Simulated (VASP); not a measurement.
Input of a VASP 6.6.1 run:

Contents of INCAR:

```
PREC = Accurate
ENCUT = 520
EDIFF = 1E-6
ISMEAR = 0
SIGMA = 0.01
LREAL = F
LASPH = T
NELM = 60
ALGO = Normal
ISIF = 2
LWAVE = F
LCHARG = F
GGA = PS
NBANDS = 11
```

File KPOINTS:

```
Automatic mesh
0
Gamma
  8 8 8
```

POSCAR

```
BeTe
1.0
    2.7887619569      2.7887619569      0.0000000000
   -2.7887619569      2.7887619569      0.0000000000
    0.0000000000      2.7887619569      2.8111841636
Be Te
1 1
Direct
    0.0000000000      0.0000000000      0.0000000000
    0.7500000000      0.2500000000      0.5000000000
```

Potentials or basis: VASP PAW PBE potentials, release 64 (Be, Te).

The run is started by

```bash
$ cat potpaw_PBE.64/Be/POTCAR potpaw_PBE.64/Te/POTCAR > POTCAR
$ mpirun -np 1 vasp_std > vasp.out
```

Q: What does it give for the band gap on the k mesh?

A: 1.77 eV, indirect (least direct gap 3.56 eV).

Q: What does it give for the pressure?

A: 0.7 GPa.

Stress tensor (GPa, compression positive):
```
0.83 0.00 0.00
0.00 0.83 0.00
0.00 0.00 0.35
```

Caveat: the cell differs from its parent crystal (in-plane strain -0.005); the PAW data sets were made with another functional, which shifts forces and pressure a little; spin-orbit coupling is left out, which moves the levels of the heavy elements. A k mesh can miss the band edges.
